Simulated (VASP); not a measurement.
# Rb (Im-3m) in VASP: a series of runs

The runs below take Rb through electric field gradients, single point, with PBEsol.

Program: VASP 6.6.1. These are calculated values, not measurements. Logs are shortened: lines on timing, memory, paths and dates and some standing lists are left out, and cuts for length are marked.

**1. The cell of the first run**

Symmetry: Im-3m, No. 229, cubic system. The conventional cell has a = 5.686 Å, b = 5.686 Å, c = 5.686 Å, α = 90.00°, β = 90.00°, γ = 90.00°.

**2. Electric field gradients, PBEsol (91.91 Å³/atom)**

INCAR reads:

```
SYSTEM = Rb
PREC     = Accurate       ! precision mode
ENCUT    = 520            ! plane-wave cutoff, eV
EDIFF    = 1E-8           ! SCF threshold, eV
ISMEAR   = -1             ! smearing method
SIGMA    = 0.05           ! smearing width, eV
LREAL    = .FALSE.        ! projectors in reciprocal space
LASPH    = .TRUE.         ! aspherical terms in the spheres
NELM     = 80             ! most SCF steps
ALGO     = Normal         ! electronic algorithm
ISIF     = 2              ! what is computed and relaxed
LWAVE    = .FALSE.        ! write WAVECAR
LCHARG   = .FALSE.        ! write CHGCAR
GGA      = PS             ! functional
LEFG     = .TRUE.       
NBANDS   = 10             ! bands
```

KPOINTS reads:

```
Automatic mesh
0
G
  8 8 8
  0 0 0
```

POSCAR reads:

```
Rb
1.0
   -2.8429252871      2.8429252871      2.8429252871
    2.8429252871     -2.8429252871      2.8429252871
    2.8429252871      2.8429252871     -2.8429252871
Rb
1
Direct
    0.0000000000      0.0000000000      0.0000000000
```

Potentials or basis: VASP PAW PBE potentials, release 64 (Rb_sv).

Started as:

```
> cat potpaw_PBE.64/Rb_sv/POTCAR > POTCAR
> mpirun -np 1 vasp_std > vasp.out
```

OUTCAR:

```text
SYSTEM = Rb
   PREC = Accurate
   ENCUT = 520
   EDIFF = 1E-8
   ISMEAR = -1
   LREAL = .FALSE.
   LASPH = .TRUE.
   NELM = 80
   ISIF = 2
   GGA = PS

 ion  position               nearest neighbor table
   1  0.000  0.000  0.000-

  LATTYP: Found a body centered cubic cell.
 ALAT       =     5.6858505742

  Lattice vectors:

 A1 = (  -2.8429252871,   2.8429252871,   2.8429252871)
 A2 = (   2.8429252871,  -2.8429252871,   2.8429252871)
 A3 = (   2.8429252871,   2.8429252871,  -2.8429252871)

Analysis of symmetry for initial positions (statically):
=====================================================================
 Subroutine PRICEL returns:
 Original cell was already a primitive cell.

 Routine SETGRP: Setting up the symmetry group for a
 body centered cubic supercell.

 Subroutine GETGRP returns: Found 48 space group operations
 (whereof 48 operations were pure point group operations)
 out of a pool of 48 trial point group operations.

The static configuration has the point symmetry O_h .

Analysis of symmetry for dynamics (positions and initial velocities):
=====================================================================
 Subroutine PRICEL returns:
 Original cell was already a primitive cell.

 Routine SETGRP: Setting up the symmetry group for a
 body centered cubic supercell.

 Subroutine GETGRP returns: Found 48 space group operations
 (whereof 48 operations were pure point group operations)
 out of a pool of 48 trial point group operations.

The dynamic configuration has the point symmetry O_h .

 Subroutine INISYM returns: Found 48 space group operations
 (whereof 48 operations are pure point group operations),
 and found     1 'primitive' translations

----------------------------------------------------------------------------------------

                                     Primitive cell

  volume of cell :      91.9086

  direct lattice vectors                    reciprocal lattice vectors
    -2.842925287  2.842925287  2.842925287     0.000000000  0.175875181  0.175875181
     2.842925287 -2.842925287  2.842925287     0.175875181  0.000000000  0.175875181
     2.842925287  2.842925287 -2.842925287     0.175875181  0.175875181  0.000000000

  length of vectors
     4.924091039  4.924091039  4.924091039     0.248725067  0.248725067  0.248725067

  position of ions in fractional coordinates (direct lattice)
     0.000000000  0.000000000  0.000000000

  ion indices of the primitive-cell ions
   primitive index   ion index
                 1           1

----------------------------------------------------------------------------------------

 KPOINTS: Automatic mesh

Automatic generation of k-mesh.
 Grid dimensions read from file:
 generate k-points for:    8    8    8

 Generating k-lattice:

  Cartesian coordinates                     Fractional coordinates (reciprocal lattice)
     0.000000000  0.021984398  0.021984398     0.125000000  0.000000000  0.000000000
     0.021984398  0.000000000  0.021984398     0.000000000  0.125000000  0.000000000
     0.021984398  0.021984398  0.000000000     0.000000000  0.000000000  0.125000000

  Length of vectors
     0.031090633  0.031090633  0.031090633

  Shift w.r.t. Gamma in fractional coordinates (k-lattice)
     0.000000000  0.000000000  0.000000000

 Subroutine IBZKPT returns following result:
 ===========================================

 Found     29 irreducible k-points:

 Following reciprocal coordinates:
            Coordinates               Weight
  0.000000  0.000000  0.000000      1.000000
  0.125000  0.000000  0.000000     12.000000
  0.250000  0.000000  0.000000     12.000000
  0.375000  0.000000  0.000000     12.000000
  0.500000  0.000000  0.000000      6.000000
  0.125000  0.125000  0.000000     24.000000
[... 16 lines left out ...]
 -0.250000  0.250000  0.250000      6.000000
 -0.375000  0.375000  0.250000     24.000000
 [... further k-points ...]
   k-points           NKPTS =     29   k-points in BZ     NKDIM =     29   number of bands    NBANDS=     10
   number of dos      NEDOS =    301   number of ions     NIONS =      1
   total plane-waves  NPLWV =  64000
   dimension x,y,z NGX =    40 NGY =   40 NGZ =   40
   dimension x,y,z NGXF=    80 NGYF=   80 NGZF=   80
   ions per type =               1
   NGX,Y,Z   is equivalent  to a cutoff of  13.50, 13.50, 13.50 a.u.
   NGXF,Y,Z  is equivalent  to a cutoff of  27.01, 27.01, 27.01 a.u.
 SYSTEM =  Rb
   PREC   = accura    normal or accurate (medium, high low for compatibility)
   ISTART =      0    job   : 0-new  1-cont  2-samecut
   ICHARG =      2    charge: 1-file 2-atom 10-const
   ISPIN  =      1    spin polarized calculation?
   LNONCOLLINEAR =      F non collinear calculations
   LSORBIT =      F    spin-orbit coupling
   LASPH  =      T    aspherical Exc in radial PAW
   ENCUT  =  520.0 eV  38.22 Ry    6.18 a.u.   9.16  9.16  9.16*2*pi/ulx,y,z
   NELM   =     80;   NELMIN=  2; NELMDL= -5     # of ELM steps
   EDIFF  = 0.1E-07   stopping-criterion for ELM
   LREAL  =      F    real-space projection
   EDIFFG = 0.1E-06   stopping-criterion for IOM
   NSW    =      0    number of steps for IOM
   IBRION =     -1    ionic relax: 0-MD 1-quasi-New 2-CG
   NFREE  =      0    steps in history (QN), initial steepest desc. (CG)
   ISIF   =      2    stress and relaxation
   ISYM   =      2    0-nonsym 1-usesym 2-fastsym
   POTIM  = 0.5000    time-step for ionic-motion
   TEBEG  =    0.0;   TEEND  =   0.0 temperature during run
   PSTRESS=    0.0 pullay stress
   NELECT =       9.0000    total number of electrons
   NUPDOWN=      -1.0000    fix difference up-down
   EMIN   =  10.00;   EMAX   =-10.00  energy-range for DOS
   EFERMI =   0.00;   METHOD = LEGACY
   ISMEAR =    -1;   SIGMA  =   0.05  broadening in eV -4-tet -1-fermi 0-gaus
   EFERMI_NEDOS =   21; number of points for ismear=-14 and -15
   IALGO  =     38    algorithm
   IMIX   =      4    mixing-type and parameters
     AMIX     =   0.40;   BMIX     =  1.00
     AMIX_MAG =   1.60;   BMIX_MAG =  1.00
  volume/ion in A,a.u.               =      91.91       620.23
  Fermi-wavevector in a.u.,A,eV,Ry     =   0.754577  1.425944  7.746973  0.569386
  Thomas-Fermi vector in A             =   1.852276
   LORBIT       =      0    0 simple, 1 ext, 2 COOP (PROOUT), +10 PAW based schemes
   GGA     = PS    functional components
   LHFCALC =     F    Hartree Fock is set to
   AEXX    =    0.0000 exact exchange contribution
   IVDW    =     0    specifies the selected vdW correction
   LEPSILON=     F    determine dielectric tensor
   LRPA    =     F    only Hartree local field effects (RPA)
 non-spin polarized calculation
  energy-cutoff  :      520.00
  volume of cell :       91.91
 maximum number of plane-waves:      2496
 NGX is ok and might be reduce to    40
   NGX = 19   NGY = 19   NGZ = 19

 number of electron       9.0000000 magnetization

 Free energy of the ion-electron system (eV)
  ---------------------------------------------------
  ext. energy  EPLUGINS =         0.00000000
  ---------------------------------------------------
  free energy    TOTEN  =        -1.02110702 eV

  energy without entropy =       -1.01043062  energy(sigma->0) =       -1.01576882

 E-fermi :  -0.0550     XC(G=0):  -5.4961

 val. band max:       -0.0964496127   @ k =   0.2500   0.2500   0.0000
 cond. band min:       0.0027180291   @ k =   0.3750   0.1250   0.0000
 fundamental gap:      0.0991676417
 Fermi energy:        -0.0549872646

 k-point     1 :       0.0000    0.0000    0.0000
  band No.  band energies     occupation
      1     -28.9372      2.00000
      2     -12.9851      2.00000
      3     -12.9851      2.00000
      4     -12.9851      2.00000
      5      -2.0361      2.00000
      6       3.5969      0.00000
      7       3.5969      0.00000
      8       3.5969      0.00000
      9       4.5363      0.00000
     10       4.5363      0.00000

 k-point     2 :       0.1250    0.0000    0.0000
  band No.  band energies     occupation
      1     -28.9366      2.00000
      2     -12.9990      2.00000
      3     -12.9897      2.00000
      4     -12.9851      2.00000
      5      -1.8540      2.00000
      6       3.2784      0.00000
      7       3.3589      0.00000
      8       3.7642      0.00000
      9       4.2812      0.00000
     10       4.4742      0.00000
[... 274 lines left out ...]
 k-point    24 :      -0.3750    0.3750    0.2500
  band No.  band energies     occupation
      1     -28.9321      2.00000
      2     -13.0545      2.00000
      3     -13.0293      2.00000
      4     -13.0199      2.00000
      5       0.0367      0.27576
      6       1.6214      0.00000
      7       2.8317      0.00000
      8       2.8676      0.00000
      9       3.9136      0.00000
     10       5.0671      0.00000

 [... further k-points ...]

------------------------ aborting loop because EDIFF is reached ----------------------------------------

  FORCE on cell =-STRESS in cart. coord.  units (eV):
  Direction    XX          YY          ZZ          XY          YZ          ZX
  --------------------------------------------------------------------------------------
  -------------------------------------------------------------------------------------
  Total       -0.0884591     -0.0884591     -0.0884591      0.0000000     -0.0000000      0.0000000
  in kB       -1.5420443     -1.5420443     -1.5420443      0.0000000     -0.0000000      0.0000000
  external PRESSURE =      -1.5420443 kB  Pullay stress =       0.0000000 kB

 VOLUME and BASIS-vectors are now :
 -----------------------------------------------------------------------------
  energy-cutoff  :      520.00
  volume of cell :       91.91
      direct lattice vectors                 reciprocal lattice vectors
    -2.842925287  2.842925287  2.842925287     0.000000000  0.175875181  0.175875181
     2.842925287 -2.842925287  2.842925287     0.175875181  0.000000000  0.175875181
     2.842925287  2.842925287 -2.842925287     0.175875181  0.175875181  0.000000000

 POSITION                                       TOTAL-FORCE (eV/Angst)
 -----------------------------------------------------------------------------------
      0.00000      0.00000      0.00000        -0.000000      0.000000     -0.000000
 -----------------------------------------------------------------------------------
    total drift:                               -0.000000      0.000000     -0.000000

  FREE ENERGIE OF THE ION-ELECTRON SYSTEM (eV)
  ---------------------------------------------------
  free  energy   TOTEN  =        -1.0211070212 eV

  energy  without entropy=       -1.0104306171  energy(sigma->0) =       -1.01576882

 Electric field gradients (V/A^2)
---------------------------------------------------------------------
 ion       V_xx      V_yy      V_zz      V_xy      V_xz      V_yz
---------------------------------------------------------------------
   1      -0.000    -0.000     0.000     0.000     0.000     0.000
---------------------------------------------------------------------

 Electric field gradients after diagonalization (V/A^2)
 (convention: |V_zz| > |V_xx| > |V_yy|)
----------------------------------------------------------------------
 ion       V_xx      V_yy      V_zz     asymmetry (V_yy - V_xx)/ V_zz
----------------------------------------------------------------------
   1      -0.000    -0.000     0.000       0.000
----------------------------------------------------------------------

           NMR quadrupolar parameters

 Cq : quadrupolar parameter    Cq=e*Q*V_zz/h
 eta: asymmetry parameters     (V_yy - V_xx)/ V_zz
 Q  : nuclear electric quadrupole moment in mb (millibarn)
----------------------------------------------------------------------
 ion       Cq(MHz)       eta       Q (mb)
----------------------------------------------------------------------
   1       0.000       0.000       1.000
----------------------------------------------------------------------
```

It took 48 s on 1 thread of Intel Xeon 8259CL, shared host; peak memory 0.23 GiB.

What came out:

```
Free energy                             : -1.0211 eV
Pressure                                : -0.2 GPa
Band gap on the k mesh                  : zero (an odd number of electrons rules out a gap without spin polarisation)
Largest electric field gradient by atom : under 0.05 V/Å² on every atom
```

Caveat: the PAW data sets were made with another functional, which shifts forces and pressure a little.

[end of part 1 of 2]

The gap in the log of VASP goes by the Fermi energy; the results here count the filled bands.